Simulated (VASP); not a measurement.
# Si12TeO23 (a cell with a defect) in VASP: a series of runs, part 2 of 2

VASP 6.6.1. The steps go on from the part before.

## Step 3: Electric field gradients, r2SCAN

POSCAR

```
Si12TeO23
1.0
    7.6036108327      4.3899467611      0.0000000000
   -7.6036108327      4.3899467611      0.0000000000
    0.0000000000      0.0000000000      8.5584885400
Si O Te
12 23 1
Direct
    0.3333333333      0.0000000000      1.0290054053
    0.6666666667      0.6666666667      0.9204861196
    0.0000000000      0.3333333333      0.9500314239
    0.3333333333      0.0000000000      0.4709945947
    0.6666666667      0.6666666667      0.5499685761
    0.0000000000      0.3333333333      0.5795138804
    0.3318518298      0.3488688265      0.0764309385
    0.6836836634      0.0014815036      0.0764309385
   -0.0155354932      0.6496496699      0.0764309385
    0.3348148369      0.3503503301      0.4235690615
    0.6822021599     -0.0014815036      0.4235690615
   -0.0170169968      0.6511311735      0.4235690615
    0.1340851899      0.2674873505      0.0078324350
    0.4773431421      0.9489373357      0.0877807813
    0.8200848174      0.6273726473     -0.0249766589
    0.2822706691      0.1440098088      0.4122192187
    0.6008206838      0.8007518565      0.4921675650
    0.9607059806      0.4867514841      0.5249766589
    0.1893235245      0.8049275269      0.4122192187
    0.5325814768      0.4667354939      0.4921675650
    0.8465818493      0.1406211632      0.5249766589
    0.3843959976      0.1950724731      0.0877807813
    0.7059606861      0.8593788368     -0.0249766589
    0.0658459829      0.5332645061      0.0078324350
    0.1927121702      0.3726273527      0.5249766589
    0.5284058064      0.0510626643      0.4122192187
    0.8665978394      0.7325126495      0.4921675650
    0.6666666667      0.6666666667      0.7351425195
    0.0000000000      0.3333333333      0.7648574805
    0.3333333333      0.4224721751      0.2500000000
    0.7558055084      0.0000000000      0.2500000000
   -0.0891388418      0.5775278249      0.2500000000
    0.1382608603      0.8559901912      0.0877807813
    0.4739544965      0.5132485159     -0.0249766589
    0.8000688273      0.1992481435      0.0078324350
    0.3333333333      0.0000000000      0.7500000000
```

INCAR.step1

```
PREC = Accurate
ENCUT = 520
ISMEAR = -1
SIGMA = 0.01
LREAL = Auto
LASPH = T
NELM = 100
NBANDS = 120
GGA = PE
ALGO = Normal
EDIFF = 1E-4
LWAVE = T
LCHARG = F
```

INCAR.step2

```
PREC = Accurate
ENCUT = 520
EDIFF = 1E-8
ISMEAR = -1
SIGMA = 0.01
LREAL = Auto
LASPH = T
NELM = 100
ALGO = Normal
ISIF = 2
LWAVE = F
LCHARG = F
METAGGA = R2SCAN
LMIXTAU = T
LEFG = T
NBANDS = 120
ISTART = 1
```

KPOINTS

```
regular mesh
0
Gamma
  3 3 2
```

Potentials or basis: VASP PAW PBE potentials, release 64 (Si, O, Te).

On the command line:

```bash
$ cat potpaw_PBE.64/Si/POTCAR potpaw_PBE.64/O/POTCAR potpaw_PBE.64/Te/POTCAR > POTCAR
$ cp INCAR.step1 INCAR
$ mpirun -np 1 vasp_std > vasp.out
$ cp INCAR.step2 INCAR
$ mpirun -np 1 vasp_std > vasp.out
```

OUTCAR:

```text
PREC = Accurate
   ENCUT = 520
   EDIFF = 1E-8
   ISMEAR = -1
   LREAL = Auto
   LASPH = T
   NELM = 100
   ISIF = 2
   METAGGA = R2SCAN
   ISTART = 1

 ion  position               nearest neighbor table
   1  0.333  0.000  0.029-  33 1.62  14 1.62  22 1.62  36 2.39   7 3.10   8 3.10   9 3.10
   2  0.667  0.667  0.920-  28 1.59  15 1.62  23 1.62  34 1.62
   3  0.000  0.333  0.950-  29 1.58  35 1.63  13 1.63  24 1.63   8 3.05   9 3.05   7 3.05
   4  0.333  0.000  0.471-  16 1.62  26 1.62  19 1.62  36 2.39  10 3.10  12 3.10  11 3.10
   5  0.667  0.667  0.550-  28 1.58  17 1.63  27 1.63  20 1.63  12 3.05  11 3.05  10 3.05
   6  0.000  0.333  0.580-  29 1.59  21 1.62  18 1.62  25 1.62
   7  0.332  0.349  0.076-  34 1.61  30 1.62  13 1.62  22 1.63  10 2.97   3 3.05   1 3.10
   8  0.684  0.001  0.076-  23 1.61  31 1.62  35 1.62  14 1.63  11 2.97   3 3.05   1 3.10
   9  0.984  0.650  0.076-  15 1.61  32 1.62  24 1.62  33 1.63  12 2.97   3 3.05   1 3.10
  10  0.335  0.350  0.424-  25 1.61  30 1.62  20 1.62  16 1.63   7 2.97   5 3.05   4 3.10
  11  0.682  0.999  0.424-  21 1.61  31 1.62  17 1.62  26 1.63   8 2.97   5 3.05   4 3.10
  12  0.983  0.651  0.424-  18 1.61  32 1.62  27 1.62  19 1.63   9 2.97   5 3.05   4 3.10
  13  0.134  0.267  0.008-   7 1.62   3 1.63
  14  0.477  0.949  0.088-   1 1.62   8 1.63
  15  0.820  0.627  0.975-   9 1.61   2 1.62
  16  0.282  0.144  0.412-   4 1.62  10 1.63
  17  0.601  0.801  0.492-  11 1.62   5 1.63
  18  0.961  0.487  0.525-  12 1.61   6 1.62
[... 16 lines left out ...]
  35  0.800  0.199  0.008-   8 1.62   3 1.63
  36  0.333  0.000  0.750-   1 2.39   4 2.39

  LATTYP: Found a hexagonal cell.
 ALAT       =     8.7798935222
 C/A-ratio  =     0.9747827258

  Lattice vectors:

 A1 = (   7.6036108327,   4.3899467611,   0.0000000000)
 A2 = (  -7.6036108327,   4.3899467611,   0.0000000000)
 A3 = (   0.0000000000,   0.0000000000,   8.5584885400)

Analysis of symmetry for initial positions (statically):
=====================================================================
 Subroutine PRICEL returns:
 Original cell was already a primitive cell.

 Routine SETGRP: Setting up the symmetry group for a
 hexagonal supercell.

 Subroutine GETGRP returns: Found  6 space group operations
 (whereof  1 operations were pure point group operations)
 out of a pool of 24 trial point group operations.

The static configuration has the point symmetry C_1 .
 The point group associated with its full space group is D_3 .

Analysis of symmetry for dynamics (positions and initial velocities):
=====================================================================
 Subroutine PRICEL returns:
 Original cell was already a primitive cell.

 Routine SETGRP: Setting up the symmetry group for a
 hexagonal supercell.

 Subroutine GETGRP returns: Found  6 space group operations
 (whereof  1 operations were pure point group operations)
 out of a pool of 24 trial point group operations.

The dynamic configuration has the point symmetry C_1 .
 The point group associated with its full space group is D_3 .

 Subroutine INISYM returns: Found  6 space group operations
 (whereof  1 operations are pure point group operations),
 and found     1 'primitive' translations

[... 180 lines left out ...]

 number of electron     191.9999954 magnetization

 Free energy of the ion-electron system (eV)
  ---------------------------------------------------
  ext. energy  EPLUGINS =         0.00000000
  ---------------------------------------------------
  free energy    TOTEN  =      -369.99831130 eV

  energy without entropy =     -369.99831130  energy(sigma->0) =     -369.99831130

 E-fermi :   1.8246     XC(G=0):  -8.5730

 val. band max:        1.5605399210   @ k =   0.3333   0.0000   0.5000
 cond. band min:       4.7648325934   @ k =   0.0000   0.0000   0.0000
 fundamental gap:      3.2042926724
 Fermi energy:         1.8246203155

 k-point     1 :       0.0000    0.0000    0.0000
  band No.  band energies     occupation
      1     -20.9956      2.00000
      2     -20.5604      2.00000
      3     -20.4237      2.00000
      4     -20.4237      2.00000
      5     -20.3123      2.00000
      6     -20.2038      2.00000
[... 655 lines left out ...]
    107       9.0676      0.00000
    108       9.0676      0.00000
 [bands above 108 left out]

------------------------ aborting loop because EDIFF is reached ----------------------------------------

  FORCE on cell =-STRESS in cart. coord.  units (eV):
  Direction    XX          YY          ZZ          XY          YZ          ZX
  --------------------------------------------------------------------------------------
  -------------------------------------------------------------------------------------
  Total      -13.2886797    -13.2886797     17.5697561      0.0000000      0.0000000      0.0000000
  in kB      -37.2637204    -37.2637204     49.2685876      0.0000000      0.0000000      0.0000000
  external PRESSURE =      -8.4196177 kB  Pullay stress =       0.0000000 kB

 VOLUME and BASIS-vectors are now :
 -----------------------------------------------------------------------------
  energy-cutoff  :      520.00
  volume of cell :      571.36
      direct lattice vectors                 reciprocal lattice vectors
     7.603610833  4.389946761  0.000000000     0.065758231  0.113896598  0.000000000
    -7.603610833  4.389946761  0.000000000    -0.065758231  0.113896598  0.000000000
     0.000000000  0.000000000  8.558488540     0.000000000  0.000000000  0.116843061

 POSITION                                       TOTAL-FORCE (eV/Angst)
 -----------------------------------------------------------------------------------
      2.53454      1.46332      0.24824         0.000000      0.000000      0.391734
      0.00000      5.85326      7.87797         0.000000      0.000000     -0.154735
     -2.53454      1.46332      8.13083         0.000000      0.000000     -0.131752
      2.53454      1.46332      4.03100         0.000000      0.000000     -0.391734
      0.00000      5.85326      4.70690         0.000000      0.000000      0.131752
     -2.53454      1.46332      4.95976         0.000000      0.000000      0.154735
[... 28 lines left out ...]
      4.56841      4.38695      0.06703         0.301529      0.020462      0.052942
      2.53454      1.46332      6.41887         0.000000      0.000000     -0.000000
 -----------------------------------------------------------------------------------
    total drift:                               -0.000043     -0.000021      0.000001

  FREE ENERGIE OF THE ION-ELECTRON SYSTEM (eV)
  ---------------------------------------------------
  free  energy   TOTEN  =      -369.9983113029 eV

  energy  without entropy=     -369.9983113029  energy(sigma->0) =     -369.99831130

 Electric field gradients (V/A^2)
---------------------------------------------------------------------
 ion       V_xx      V_yy      V_zz      V_xy      V_xz      V_yz
---------------------------------------------------------------------
   1     -18.381   -18.382    36.763     0.000     0.000    -0.000
   2       2.260     2.260    -4.520    -0.000    -0.000    -0.000
   3       2.400     2.399    -4.799    -0.000    -0.000     0.000
   4     -18.381   -18.382    36.763     0.000    -0.000     0.000
   5       2.400     2.400    -4.799     0.000     0.000    -0.000
   6       2.260     2.260    -4.520    -0.000     0.000    -0.000
[... 28 lines left out ...]
  35     -28.321    75.190   -46.869    -3.657     1.267   -39.876
  36    -262.116  -262.116   524.232     0.000     0.000    -0.000
---------------------------------------------------------------------

 Electric field gradients after diagonalization (V/A^2)
 (convention: |V_zz| > |V_xx| > |V_yy|)
----------------------------------------------------------------------
 ion       V_xx      V_yy      V_zz     asymmetry (V_yy - V_xx)/ V_zz
----------------------------------------------------------------------
   1     -18.382   -18.381    36.763       0.000
   2       2.260     2.260    -4.520       0.000
   3       2.400     2.399    -4.799       0.000
   4     -18.382   -18.381    36.763       0.000
   5       2.400     2.400    -4.799       0.000
   6       2.260     2.260    -4.520       0.000
[... 28 lines left out ...]
  35     -58.742   -28.450    87.192       0.347
  36    -262.116  -262.116   524.232       0.000
----------------------------------------------------------------------

           NMR quadrupolar parameters

 Cq : quadrupolar parameter    Cq=e*Q*V_zz/h
 eta: asymmetry parameters     (V_yy - V_xx)/ V_zz
 Q  : nuclear electric quadrupole moment in mb (millibarn)
----------------------------------------------------------------------
 ion       Cq(MHz)       eta       Q (mb)
----------------------------------------------------------------------
   1       0.089       0.000       1.000
   2      -0.011       0.000       1.000
   3      -0.012       0.000       1.000
   4       0.089       0.000       1.000
   5      -0.012       0.000       1.000
   6      -0.011       0.000       1.000
[... 28 lines left out ...]
  35       0.211       0.347       1.000
  36       1.268       0.000       1.000
----------------------------------------------------------------------
```

Run time: 52 min. Hardware: 1 thread of Intel Xeon 6975P-C (Granite Rapids), shared host; peak memory 0.85 GiB.

Results:

| Item | Value |
| --- | --- |
| Free energy | -369.9983 eV |
| Pressure | -0.8 GPa |
| Largest force | 0.392 eV/Å |
| Band gap on the k mesh | 3.20 eV |

Forces in eV/Å, atoms in the order of the input:
```
Si   0.000  0.000  0.392
Si   0.000  0.000 -0.155
Si   0.000  0.000 -0.132
Si   0.000  0.000 -0.392
Si   0.000  0.000  0.132
Si   0.000  0.000  0.155
Si  -0.043  0.036  0.008
Si   0.053  0.020  0.008
Si  -0.010 -0.056  0.008
Si  -0.053  0.020 -0.008
Si   0.043  0.036 -0.008
Si   0.010 -0.056 -0.008
O   -0.168  0.251  0.053
O   -0.112  0.194 -0.171
O   -0.104  0.108  0.147
O    0.112  0.194  0.171
O    0.168  0.251 -0.053
O    0.104  0.108 -0.147
O   -0.224  0.000  0.171
O   -0.302  0.020 -0.053
O   -0.146  0.036 -0.147
O   -0.112 -0.194 -0.171
O   -0.041 -0.144  0.147
O   -0.133 -0.271  0.053
O    0.041 -0.144 -0.147
O    0.112 -0.194  0.171
O    0.133 -0.271 -0.053
O    0.000  0.000 -0.024
O    0.000  0.000  0.024
O    0.330 -0.191  0.000
O   -0.330 -0.191  0.000
O    0.000  0.381  0.000
O    0.224  0.000 -0.171
O    0.146  0.036  0.147
O    0.302  0.020  0.053
Te   0.000  0.000  0.000
```

Electric field gradients, principal values (V/Å²):
| atom | least | middle | greatest (by size) |
| --- | --- | --- | --- |
| 1 Si | -18.381 | -18.382 | 36.763 |
| 2 Si | 2.260 | 2.260 | -4.520 |
| 3 Si | 2.399 | 2.400 | -4.799 |
| 4 Si | -18.381 | -18.382 | 36.763 |
| 5 Si | 2.400 | 2.400 | -4.799 |
| 6 Si | 2.260 | 2.260 | -4.520 |
| 7 Si | -1.014 | -6.432 | 7.446 |
| 8 Si | -1.014 | -6.432 | 7.445 |
| 9 Si | -1.014 | -6.432 | 7.446 |
| 10 Si | -1.014 | -6.432 | 7.446 |
| 11 Si | -1.013 | -6.432 | 7.446 |
| 12 Si | -1.014 | -6.432 | 7.446 |
| 13 O | -28.448 | -58.741 | 87.188 |
| 14 O | -33.860 | -58.718 | 92.578 |
| 15 O | -40.828 | -53.673 | 94.502 |
| 16 O | -33.861 | -58.718 | 92.580 |
| 17 O | -28.445 | -58.742 | 87.187 |
| 18 O | -40.829 | -53.674 | 94.503 |
| 19 O | -33.861 | -58.717 | 92.578 |
| 20 O | -28.447 | -58.740 | 87.186 |
| 21 O | -40.828 | -53.674 | 94.502 |
| 22 O | -33.861 | -58.717 | 92.578 |
| 23 O | -40.828 | -53.674 | 94.502 |
| 24 O | -28.446 | -58.741 | 87.187 |
| 25 O | -40.827 | -53.676 | 94.502 |
| 26 O | -33.861 | -58.717 | 92.579 |
| 27 O | -28.448 | -58.740 | 87.188 |
| 28 O | -46.151 | -46.151 | 92.302 |
| 29 O | -46.147 | -46.153 | 92.300 |
| 30 O | -20.191 | -55.498 | 75.689 |
| 31 O | -20.192 | -55.496 | 75.687 |
| 32 O | -20.190 | -55.500 | 75.690 |
| 33 O | -33.862 | -58.719 | 92.580 |
| 34 O | -40.830 | -53.674 | 94.504 |
| 35 O | -28.450 | -58.742 | 87.192 |
| 36 Te | -262.116 | -262.116 | 524.232 |

Caveat: without QUAD_EFG the Cq values of the log hold for a quadrupole moment of 1 mb, not for the nuclei; the PAW data sets were made with another functional, which shifts forces and pressure a little; spin-orbit coupling is left out, which moves the levels of the heavy elements.
